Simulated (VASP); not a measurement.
**Al6W: relaxation of cell and atoms with PBE**

The system is Al6W.

```
Al W
1.0
     0.00000    3.87407    3.87407
     3.87407    0.00000    3.87407
     3.87407    3.87407    0.00000
Al W
6 1
Direct
  0.50000 0.50000 0.00000
  0.50000 0.00000 0.50000
  0.00000 0.00000 0.50000
  0.00000 0.50000 0.00000
  0.00000 0.50000 0.50000
  0.50000 0.00000 0.00000
  0.00000 0.00000 0.00000
```

```
Program                : VASP 6.6.1
Task                   : relaxation of cell and atoms
Functional             : PBE
Potentials or basis    : VASP PAW PBE potentials, release 64 (Al, W_sv)
Cutoff                 : 600 eV
k mesh                 : 4 × 4 × 4
Occupations            : gaussian, width 0.2 eV
Spin                   : no spin polarisation
Dipole correction      : no
Further INCAR settings : ALGO = Normal; EDIFF = 1e-07; IBRION = 2; EDIFFG = -0.08; NSW = 36; ISIF = 3
```

| Quantity | Value |
| --- | --- |
| Relaxed volume | 17.22 Å³/atom |
| Relaxed cell | a = 5.544 Å, b = 5.544 Å, c = 5.544 Å, α = 60.00°, β = 60.00°, γ = 60.00° |
| Space group after relaxing (to 0.05 Å) | Fm-3m (No. 225) |
| Energy gained by relaxing | 7.4 meV/atom |
| Ionic steps | 3 |
| Pressure after relaxing | 0.0 GPa |
| Band gap on the k mesh | zero (band 16 reaches 8.85 eV, above the bottom of band 17 at 6.09 eV) |

The path:
```
step  energy change (eV)  largest force (eV/Å)  pressure (GPa)  volume (Å³)
   1              0.0000                0.0000            4.07       116.29
   2             -0.0278                0.0000           -2.49       123.53
   3             -0.0519                0.0000            0.00       120.51
```

Final structure:
```yaml
crystal:
  lattice:
    - [0.00000, 3.92042, 3.92042]
    - [3.92042, 0.00000, 3.92042]
    - [3.92042, 3.92042, 0.00000]
  atoms:
    - { symbol: Al, position: [0.50000, 0.50000, 0.00000] }
    - { symbol: Al, position: [0.50000, 0.00000, 0.50000] }
    - { symbol: Al, position: [0.00000, 0.00000, 0.50000] }
    - { symbol: Al, position: [0.00000, 0.50000, 0.00000] }
    - { symbol: Al, position: [0.00000, 0.50000, 0.50000] }
    - { symbol: Al, position: [0.50000, 0.00000, 0.00000] }
    - { symbol: W, position: [0.00000, 0.00000, 0.00000] }
```

Levels at points of the mesh, in eV from the Fermi level:
```csv
k point,band 12,band 13,band 14,band 15,band 16,band 17,band 18,band 19,band 20
"(0.00, 0.00, 0.00)",-3.21,-3.12,-3.12,-1.90,-1.90,-1.90,-0.68,1.08,1.23
"(0.50, 0.00, 0.00)",-3.61,-2.79,-2.79,-0.29,0.31,0.31,0.71,0.71,1.32
"(0.50, 0.50, 0.00)",-3.01,-2.33,-0.22,0.37,0.86,0.86,1.14,1.14,1.16
```

Run time: 110 s on 1 thread of Intel(R) Xeon(R) Platinum 8375C CPU @ 2.90GHz (Ice Lake), with other jobs on the host, peak memory 0.34 GiB.

Caveat: spin-orbit coupling is left out, which moves the levels of the heavy elements.
